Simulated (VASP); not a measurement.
# Ni (Pm-3m) in VASP: single point with PBEsol

Aim: the single point of Ni with PBEsol.

All numbers are computed with VASP 6.6.1; they aren't measurements. Logs are shortened: lines on timing, memory, paths and dates and some standing lists are left out, and cuts for length are marked.

### Step 1. The cell of the first run

It takes space group Pm-3m (No. 221, cubic). The conventional cell has a = 2.197 Å, b = 2.197 Å, c = 2.197 Å, α = 90.00°, β = 90.00°, γ = 90.00°. Within 2.9 Å of Ni (site symmetry m-3m) lie 6 Ni at 2.20 Å.

### Step 2. Single point, PBEsol, collinear spin, ferromagnetic start

INCAR

```
PREC = Accurate
ENCUT = 520
EDIFF = 1E-6
ISMEAR = 0
SIGMA = 0.15
LREAL = False
LASPH = True
NELM = 150
ALGO = Normal
ISIF = 2
LWAVE = False
LCHARG = False
ISPIN = 2
MAGMOM = 0.5
LORBIT = 11
LMAXMIX = 4
GGA = PS
NBANDS = 15
```

KPOINTS

```
regular mesh
0
Gamma
  26 26 26
```

POSCAR

```
Ni
1.0
   -0.7321704642      1.4643409285      1.4643409285
    1.4643409285     -0.7321704642      1.4643409285
    1.4643409285      1.4643409285     -0.7321704642
Ni
1
Direct
    0.0000000000      0.0000000000      0.0000000000
```

Potentials or basis: VASP PAW PBE potentials, release 64 (Ni).

Command:

```
$ cat potpaw_PBE.64/Ni/POTCAR > POTCAR
$ mpirun -np 1 vasp_std > vasp.out
```

OUTCAR:

```text
PREC = Accurate
   ENCUT = 520
   EDIFF = 1E-6
   ISMEAR = 0
   LREAL = False
   LASPH = True
   NELM = 150
   ISIF = 2
   ISPIN = 2
   LORBIT = 11
   GGA = PS

 ion  position               nearest neighbor table
   1  0.000  0.000  0.000-

  LATTYP: Found a simple cubic cell.
 ALAT       =     2.1965113927

  Lattice vectors:

 A1 = (  -0.7321704642,   1.4643409285,   1.4643409285)
 A2 = (   1.4643409285,  -0.7321704642,   1.4643409285)
 A3 = (   1.4643409285,   1.4643409285,  -0.7321704642)

Analysis of symmetry for initial positions (statically):
=====================================================================
 Subroutine PRICEL returns:
 Original cell was already a primitive cell.

 Routine SETGRP: Setting up the symmetry group for a
 simple cubic supercell.

 Subroutine GETGRP returns: Found 48 space group operations
 (whereof 48 operations were pure point group operations)
 out of a pool of 48 trial point group operations.

The static configuration has the point symmetry O_h .

Analysis of symmetry for dynamics (positions and initial velocities):
=====================================================================
 Subroutine PRICEL returns:
 Original cell was already a primitive cell.

 Routine SETGRP: Setting up the symmetry group for a
 simple cubic supercell.

 Subroutine GETGRP returns: Found 48 space group operations
 (whereof 48 operations were pure point group operations)
 out of a pool of 48 trial point group operations.

The dynamic configuration has the point symmetry O_h .

Analysis of structural, dynamic, and magnetic symmetry:
=====================================================================
 Subroutine PRICEL returns:
 Original cell was already a primitive cell.

 Routine SETGRP: Setting up the symmetry group for a
 simple cubic supercell.

 Subroutine GETGRP returns: Found 48 space group operations
 (whereof 48 operations were pure point group operations)
 out of a pool of 48 trial point group operations.

The overall configuration has the point symmetry O_h .

 Subroutine INISYM returns: Found 48 space group operations
 (whereof 48 operations are pure point group operations),
 and found     1 'primitive' translations

----------------------------------------------------------------------------------------

                                     Primitive cell

  volume of cell :      10.5974

  direct lattice vectors                    reciprocal lattice vectors
    -0.732170464  1.464340928  1.464340928    -0.151755795  0.303511591  0.303511591
     1.464340928 -0.732170464  1.464340928     0.303511591 -0.151755795  0.303511591
     1.464340928  1.464340928 -0.732170464     0.303511591  0.303511591 -0.151755795

  length of vectors
     2.196511393  2.196511393  2.196511393     0.455267386  0.455267386  0.455267386

  position of ions in fractional coordinates (direct lattice)
     0.000000000  0.000000000  0.000000000

  ion indices of the primitive-cell ions
   primitive index   ion index
                 1           1

----------------------------------------------------------------------------------------

 KPOINTS: regular mesh

Automatic generation of k-mesh.
 Grid dimensions read from file:
 generate k-points for:   26   26   26

 Generating k-lattice:

  Cartesian coordinates                     Fractional coordinates (reciprocal lattice)
    -0.005836761  0.011673523  0.011673523     0.038461538 -0.000000000 -0.000000000
     0.011673523 -0.005836761  0.011673523    -0.000000000  0.038461538 -0.000000000
     0.011673523  0.011673523 -0.005836761    -0.000000000 -0.000000000  0.038461538

  Length of vectors
     0.017510284  0.017510284  0.017510284

  Shift w.r.t. Gamma in fractional coordinates (k-lattice)
     0.000000000  0.000000000  0.000000000

 Subroutine IBZKPT returns following result:
 ===========================================

 Found    560 irreducible k-points:

 Following reciprocal coordinates:
            Coordinates               Weight
  0.000000  0.000000  0.000000      1.000000
  0.038462  0.000000  0.000000      6.000000
  0.076923  0.000000  0.000000      6.000000
  0.115385  0.000000  0.000000      6.000000
  0.153846  0.000000  0.000000      6.000000
  0.192308  0.000000  0.000000      6.000000
[... 16 lines left out ...]
  0.346154  0.038462  0.000000     24.000000
  0.384615  0.038462  0.000000     24.000000
 [... further k-points ...]
   k-points           NKPTS =    560   k-points in BZ     NKDIM =    560   number of bands    NBANDS=     15
   number of dos      NEDOS =    301   number of ions     NIONS =      1
   total plane-waves  NPLWV =   4096
   dimension x,y,z NGX =    16 NGY =   16 NGZ =   16
   dimension x,y,z NGXF=    32 NGYF=   32 NGZF=   32
   ions per type =               1
   NGX,Y,Z   is equivalent  to a cutoff of  12.11, 12.11, 12.11 a.u.
   NGXF,Y,Z  is equivalent  to a cutoff of  24.22, 24.22, 24.22 a.u.
 SYSTEM =  unknown system
   PREC   = accura    normal or accurate (medium, high low for compatibility)
   ISTART =      0    job   : 0-new  1-cont  2-samecut
   ICHARG =      2    charge: 1-file 2-atom 10-const
   ISPIN  =      2    spin polarized calculation?
   LNONCOLLINEAR =      F non collinear calculations
   LSORBIT =      F    spin-orbit coupling
   LASPH  =      T    aspherical Exc in radial PAW
   ENCUT  =  520.0 eV  38.22 Ry    6.18 a.u.   4.08  4.08  4.08*2*pi/ulx,y,z
   NELM   =    150;   NELMIN=  2; NELMDL= -5     # of ELM steps
   EDIFF  = 0.1E-05   stopping-criterion for ELM
   LREAL  =      F    real-space projection
   EDIFFG = 0.1E-04   stopping-criterion for IOM
   NSW    =      0    number of steps for IOM
   IBRION =     -1    ionic relax: 0-MD 1-quasi-New 2-CG
   NFREE  =      0    steps in history (QN), initial steepest desc. (CG)
   ISIF   =      2    stress and relaxation
   ISYM   =      2    0-nonsym 1-usesym 2-fastsym
   POTIM  = 0.5000    time-step for ionic-motion
   TEBEG  =    0.0;   TEEND  =   0.0 temperature during run
   PSTRESS=    0.0 pullay stress
   NELECT =      10.0000    total number of electrons
   NUPDOWN=      -1.0000    fix difference up-down
   EMIN   =  10.00;   EMAX   =-10.00  energy-range for DOS
   EFERMI =   0.00;   METHOD = LEGACY
   ISMEAR =     0;   SIGMA  =   0.15  broadening in eV -4-tet -1-fermi 0-gaus
   EFERMI_NEDOS =   21; number of points for ismear=-14 and -15
   IALGO  =     38    algorithm
   IMIX   =      4    mixing-type and parameters
     AMIX     =   0.40;   BMIX     =  1.00
     AMIX_MAG =   1.60;   BMIX_MAG =  1.00
  volume/ion in A,a.u.               =      10.60        71.51
  Fermi-wavevector in a.u.,A,eV,Ry     =   1.605738  3.034405 35.081190  2.578395
  Thomas-Fermi vector in A             =   2.702037
   LORBIT       =     11    0 simple, 1 ext, 2 COOP (PROOUT), +10 PAW based schemes
   GGA     = PS    functional components
   LHFCALC =     F    Hartree Fock is set to
   AEXX    =    0.0000 exact exchange contribution
   IVDW    =     0    specifies the selected vdW correction
   LEPSILON=     F    determine dielectric tensor
   LRPA    =     F    only Hartree local field effects (RPA)
 spin polarized calculation
 Gauss-broadening in eV      SIGMA  =   0.15
  energy-cutoff  :      520.00
  volume of cell :       10.60
 maximum number of plane-waves:       300
   NGX =  9   NGY =  9   NGZ =  9

 number of electron      10.0000028 magnetization       0.4047683

 Free energy of the ion-electron system (eV)
  ---------------------------------------------------
  ext. energy  EPLUGINS =         0.00000000
  ---------------------------------------------------
  free energy    TOTEN  =        -5.28168106 eV

  energy without entropy =       -5.26314575  energy(sigma->0) =       -5.27241340

 E-fermi :   9.6216     XC(G=0): -13.4943

 val. band max:        9.6213063953   @ k =   0.2692   0.2692   0.1923
 cond. band min:       9.6219871517   @ k =   0.2308   0.1154   0.1154
 fundamental gap:      0.0006807564
 Fermi energy:         9.6215732078

 spin component 1

 k-point     1 :       0.0000    0.0000    0.0000
  band No.  band energies     occupation
      1       0.4334      1.00000
      2       5.2318      1.00000
      3       5.2318      1.00000
      4       9.4230      0.96938
      5       9.4230      0.96938
      6       9.4230      0.96938
      7      31.1629      0.00000
      8      31.1629      0.00000
      9      31.1629      0.00000
     10      35.4408      0.00000
     11      35.4408      0.00000
     12      40.4173      0.00000
     13      54.8844      0.00000
     14      54.8844      0.00000
     15      54.8844      0.00000

 k-point     2 :       0.0385    0.0000    0.0000
  band No.  band energies     occupation
      1       0.4833      1.00000
      2       5.2396      1.00000
      3       5.2572      1.00000
      4       9.4013      0.98110
      5       9.4013      0.98110
      6       9.4248      0.96824
      7      30.4048      0.00000
      8      31.2321      0.00000
      9      31.2321      0.00000
     10      35.4439      0.00000
     11      36.0354      0.00000
     12      40.6673      0.00000
     13      54.4045      0.00000
     14      54.7856      0.00000
     15      54.7856      0.00000
[... 365 lines left out ...]
      3       6.9397      1.00000
      4       8.3408      1.00000
      5       8.3648      1.00000
      6       9.4977      0.87862
      7      17.3870      0.00000
      8      34.3919      0.00000
      9      36.1744      0.00000
     10      36.6874      0.00000
     11      39.3618      0.00000
     12      44.4623      0.00000
     13      46.4166      0.00000
     14      46.8686      0.00000
     15      51.7558      0.00000

 k-point    24 :       0.3846    0.0385    0.0000
  band No.  band energies     occupation
      1       4.3086      1.00000
      2       5.7392      1.00000
      3       7.2205      1.00000
      4       8.2262      1.00000
      5       8.3163      1.00000
      6       9.5088      0.85622
      7      16.1655      0.00000
      8      34.9024      0.00000
      9      37.0597      0.00000
     10      37.1858      0.00000
     11      39.4031      0.00000
     12      43.7546      0.00000
     13      45.0298      0.00000
     14      45.8026      0.00000
     15      51.0413      0.00000

 [... further k-points ...]

 spin component 2

 k-point     1 :       0.0000    0.0000    0.0000
  band No.  band energies     occupation
      1       0.4689      1.00000
      2       5.5326      1.00000
      3       5.5326      1.00000
      4       9.9337      0.00163
      5       9.9337      0.00163
      6       9.9337      0.00163
      7      31.2348      0.00000
      8      31.2348      0.00000
      9      31.2348      0.00000
     10      35.5256      0.00000
     11      35.5256      0.00000
     12      40.4513      0.00000
     13      54.9312      0.00000
     14      54.9312      0.00000
     15      54.9312      0.00000

 k-point     2 :       0.0385    0.0000    0.0000
  band No.  band energies     occupation
      1       0.5188      1.00000
      2       5.5406      1.00000
      3       5.5580      1.00000
      4       9.9112      0.00316
      5       9.9112      0.00316
      6       9.9354      0.00154
      7      30.4800      0.00000
      8      31.3045      0.00000
      9      31.3045      0.00000
     10      35.5277      0.00000
     11      36.1157      0.00000
     12      40.7032      0.00000
     13      54.4504      0.00000
     14      54.8336      0.00000
     15      54.8336      0.00000
[... 365 lines left out ...]
      3       7.1633      1.00000
      4       8.8195      1.00000
      5       8.8339      1.00000
      6      10.0103      0.00012
      7      17.5457      0.00000
      8      34.4528      0.00000
      9      36.2705      0.00000
     10      36.7243      0.00000
     11      39.3987      0.00000
     12      44.5599      0.00000
     13      46.5021      0.00000
     14      46.9518      0.00000
     15      51.9502      0.00000

 k-point    24 :       0.3846    0.0385    0.0000
  band No.  band energies     occupation
      1       4.4236      1.00000
      2       6.0548      1.00000
      3       7.4105      1.00000
      4       8.7018      1.00000
      5       8.7644      1.00000
      6      10.0217      0.00008
      7      16.3509      0.00000
      8      34.9403      0.00000
      9      37.1038      0.00000
     10      37.2847      0.00000
     11      39.4445      0.00000
     12      43.8543      0.00000
     13      45.1158      0.00000
     14      45.8910      0.00000
     15      51.2220      0.00000

 [... further k-points ...]
[... 5 lines left out ...]
  --------------------------------------------------------------------------------------
  -------------------------------------------------------------------------------------
  Total        1.8078393      1.8078393      1.8078393      0.0000000      0.0000000      0.0000000
  in kB      273.3191265    273.3191265    273.3191265      0.0000000      0.0000000      0.0000000
  external PRESSURE =     273.3191265 kB  Pullay stress =       0.0000000 kB

 VOLUME and BASIS-vectors are now :
 -----------------------------------------------------------------------------
  energy-cutoff  :      520.00
  volume of cell :       10.60
      direct lattice vectors                 reciprocal lattice vectors
    -0.732170464  1.464340928  1.464340928    -0.151755795  0.303511591  0.303511591
     1.464340928 -0.732170464  1.464340928     0.303511591 -0.151755795  0.303511591
     1.464340928  1.464340928 -0.732170464     0.303511591  0.303511591 -0.151755795

 POSITION                                       TOTAL-FORCE (eV/Angst)
 -----------------------------------------------------------------------------------
      0.00000      0.00000      0.00000         0.000000     -0.000000      0.000000
 -----------------------------------------------------------------------------------
    total drift:                                0.000000     -0.000000     -0.000000

  FREE ENERGIE OF THE ION-ELECTRON SYSTEM (eV)
  ---------------------------------------------------
  free  energy   TOTEN  =        -5.2816810556 eV

  energy  without entropy=       -5.2631457518  energy(sigma->0) =       -5.27241340

 total charge

# of ion       s       p       d       tot
------------------------------------------
    1        0.584   0.523   8.448   9.556

 magnetization (x)

# of ion       s       p       d       tot
------------------------------------------
    1        0.001  -0.000   0.402   0.402
```

Run time: 1.7 min. Hardware: 1 thread of Intel Xeon 8259CL, shared host; peak memory 0.23 GiB.

Results:

```
Free energy                                           : -5.2817 eV
Pressure                                              : 27.3 GPa
Net moment                                            : 0.40 μB per cell
Site moments                                          : Ni +0.40 μB
Valence electrons inside the program's atomic spheres : Ni 9.56
```

Caveat: the PAW data sets were made with another functional, which shifts forces and pressure a little.
